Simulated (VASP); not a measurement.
GaSb: single point with r2SCAN

Crystal: GaSb.

```
CELL_PARAMETERS angstrom
0.00000 3.06588 3.06588
3.06588 0.00000 3.06588
3.06588 3.06588 0.00000
ATOMIC_POSITIONS crystal
Ga 0.00000 0.00000 0.00000
Sb 0.25000 0.25000 0.25000
```

| Item | Value |
| --- | --- |
| Program | VASP 6.6.1 |
| Task | single point |
| Functional | r2SCAN |
| Potentials or basis | VASP PAW PBE potentials, release 64 (Ga_d, Sb_d_GW) |
| Cutoff | 550 eV |
| k mesh | 8 × 8 × 8 |
| Occupations | fermi-dirac, width 0.02 eV |
| Spin | no spin polarisation |

```
Pressure               : 0.0 GPa
Band gap on the k mesh : 0.40 eV
```

Levels at points of the mesh, in eV from the valence-band top:
```
           k point  band 11  band 12  band 13  band 14  band 15  band 16  band 17  band 18
(0.00, 0.00, 0.00)   -11.88     0.00     0.00     0.00     0.40     2.99     2.99     2.99
(0.50, 0.00, 0.00)   -10.18    -6.54    -1.20    -1.20     0.67     4.03     4.03     6.94
(0.50, 0.50, 0.00)    -9.31    -7.00    -2.67    -2.67     1.13     1.50     9.26     9.26
```

Wall time 83 s on 1 thread of Intel(R) Xeon(R) 6975P-C (Granite Rapids), on a shared host, peak memory 0.24 GiB.

Caveat: semilocal functionals underestimate gaps, and a narrow one can read as zero; the PAW data sets were made with another functional, which shifts forces and pressure a little; spin-orbit coupling is left out, which moves the levels of the heavy elements. A k mesh can miss the band edges.
